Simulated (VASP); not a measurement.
Here is a VASP 6.6.1 calculation.

File INCAR:

```
SYSTEM = Nb3C
PREC     = Accurate       ! precision mode
ENCUT    = 520            ! plane-wave cutoff, eV
EDIFF    = 1E-6           ! SCF threshold, eV
ISMEAR   = 0              ! smearing method
SIGMA    = 0.1            ! smearing width, eV
LREAL    = .FALSE.        ! projectors in reciprocal space
LASPH    = .TRUE.         ! aspherical terms in the spheres
NELM     = 100            ! most SCF steps
ALGO     = Normal         ! electronic algorithm
ISIF     = 2              ! what is computed and relaxed
LWAVE    = .FALSE.        ! write WAVECAR
LCHARG   = .FALSE.        ! write CHGCAR
GGA      = PE             ! functional
NBANDS   = 53             ! bands
```

Contents of KPOINTS:

```
regular mesh
0
G
  3 3 6
  0 0 0
```

Contents of POSCAR:

```
Nb3C
1.0
    6.5509618014     -0.0000000031      0.0000000000
   -3.2754808980      5.6732993408      0.0000000000
    0.0000000000      0.0000000000      3.2718079721
Nb C
6 2
Direct
    0.3101263921      0.3891243461      0.2500000000
    0.9210020460      0.3101263921      0.7500000000
    0.6108756539      0.9210020460      0.2500000000
    0.6898736079      0.6108756539      0.7500000000
    0.0789979540      0.6898736079      0.2500000000
    0.3891243461      0.0789979540      0.7500000000
    0.6666666667      0.3333333333      0.2500000000
    0.3333333333      0.6666666667      0.7500000000
```

Potentials or basis: VASP PAW PBE potentials, release 64 (Nb_sv, C).

Command:

```console
$ cat potpaw_PBE.64/Nb_sv/POTCAR potpaw_PBE.64/C/POTCAR > POTCAR
$ mpirun -np 1 vasp_std > vasp.out
```

Question: Estimate the band gap on the k mesh.

Answer: Zero (bands 43 and 44 overlap by 1.21 eV).

Question: Estimate the largest force.

Answer: 0.010 eV/Å.

Question: What does it give for the pressure?

Answer: -0.1 GPa.

Forces on the atoms (eV/Å):
```
Nb   0.003  0.010  0.000
Nb  -0.007  0.007  0.000
Nb  -0.010 -0.003  0.000
Nb  -0.003 -0.010  0.000
Nb   0.007 -0.007  0.000
Nb   0.010  0.003  0.000
C    0.000  0.000  0.000
C    0.000  0.000  0.000
```

Caveat: the k points lie up to 0.37 Å⁻¹ apart, too coarse for converged energies and pressures of a metal.
